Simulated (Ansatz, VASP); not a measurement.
One calculation of Os2Rh, two programs

Contents of INCAR:

```
ALGO     = Fast           # electronic algorithm
EDIFF    = 1E-6           # SCF threshold, eV
ENCUT    = 520            # plane-wave cutoff, eV
GGA      = PE             # functional
ISIF     = 2              # what is computed and relaxed
ISMEAR   = 0              # smearing method
LASPH    = True           # aspherical terms in the spheres
LCHARG   = False          # write CHGCAR
LREAL    = False          # projectors in reciprocal space
LWAVE    = False          # write WAVECAR
NBANDS   = 40             # bands
NELM     = 100            # most SCF steps
PREC     = Accurate       # precision mode
SIGMA    = 0.1            # smearing width, eV
```

Contents of KPOINTS:

```
k-points
0
Gamma
  4 4 6
```

Contents of POSCAR:

```
Os2Rh
1.0
    4.9300072071      0.0000000000      0.0000000000
    0.0000000000      5.0801196061      0.0000000000
    0.0000000000      0.0000000000      3.3182740817
Os Rh
4 2
Direct
    0.2250000000      0.8250000000      0.5000000000
    0.7250000000      0.6750000000      0.0000000000
    0.7750000000      0.1750000000      0.5000000000
    0.2750000000      0.3250000000      0.0000000000
    0.5000000000      0.5000000000      0.5000000000
    0.0000000000      0.0000000000      0.0000000000
```

Input for Ansatz:

```yaml
crystal:
  lattice:
    - [4.9300072071, 0.0, 0.0]
    - [0.0, 5.0801196061, 0.0]
    - [0.0, 0.0, 3.3182740817]
  atoms:
    - { symbol: Os, position: [0.225, 0.825, 0.5] }
    - { symbol: Os, position: [0.725, 0.675, 0.0] }
    - { symbol: Os, position: [0.775, 0.175, 0.5] }
    - { symbol: Os, position: [0.275, 0.325, 0.0] }
    - { symbol: Rh, position: [0.5, 0.5, 0.5] }
    - { symbol: Rh, position: [0.0, 0.0, 0.0] }
basis:
  ecutwfc: 420
kpoints:
  mp_grid: { grid: [4, 4, 6] }
hamiltonian:
  xc: pbe
scf:
  occupations: { method: gaussian, width: 0.1 }
  lower_state_search: "off"
output:
  forces: true
  stress: true
  eigenvalues: true
```

Alike in both runs: task single point; functional PBE; k mesh 4 × 4 × 6; occupations gaussian, width 0.1 eV; no spin polarisation.

```csv
,VASP,Ansatz
version,VASP 6.6.1,Ansatz 0.2.0
potentials or method,"VASP PAW PBE potentials, release 64 (Os, Rh_pv), cutoff 520 eV","scalar-relativistic, plane waves, PAW"
valence electrons in the cell,62,98
```

|  | VASP | Ansatz | Ansatz less VASP |
| --- | --- | --- | --- |
| gap on the k mesh at the Fermi level (eV) | none | none | - |
| rms of the force components (eV/Å) | 1.511 | 1.481 | -0.0299 |

Atom by atom the forces differ by 0.031 eV/Å (rms over components). A gap of «none» marks a metal or a gap that the smearing closes. VASP's potentials hold 62 valence electrons a cell and Ansatz's 98, so a difference there can come from the potentials and not from the codes.

Neither program's run includes spin-orbit coupling.
